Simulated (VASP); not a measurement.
Runs of VASP 6.6.1 on B. The structure is that of space group P6/mmm (No. 191), or close to it. The cells are those of the table. 

| task | cell | k mesh | cutoff (eV) | gap on the mesh (eV) | pressure (GPa) | relaxed volume (Å³/atom) |
| --- | --- | --- | --- | --- | --- | --- |
| single point | a = 3.012, b = 3.012, c = 1.934 Å, angles 90.0, 90.0, 120.0°, 2 atoms | 21 × 21 × 28 | 520 | none | 0.0 | - |
| relaxation of cell and atoms | relaxed from a = 2.996, b = 2.996, c = 1.731 Å, angles 90.0, 90.0, 120.0°, 2 atoms | 6 × 6 × 10 | 600 | none | -0.2 | 7.69 |
| single point | a = 2.996, b = 2.996, c = 1.731 Å, angles 90.0, 90.0, 120.0°, 2 atoms | 6 × 6 × 10 | 520 | none | (a) | - |
| relaxation of cell and atoms | relaxed from a = 3.008, b = 3.008, c = 1.963 Å, angles 90.0, 90.0, 120.0°, 2 atoms | 21 × 21 × 28 | 600 | none | 0.0 | 7.59 |

Alike in all rows: level PBE; potentials or basis VASP PAW PBE potentials, release 64 (B); no spin polarisation; smearing gaussian 0.1 eV.

**Question.** Estimate the missing entries.

**Answer.** (a) 26.5.

Caveats: some runs use coarse meshes.

A gap of «none» marks levels without a gap at the run's occupations.
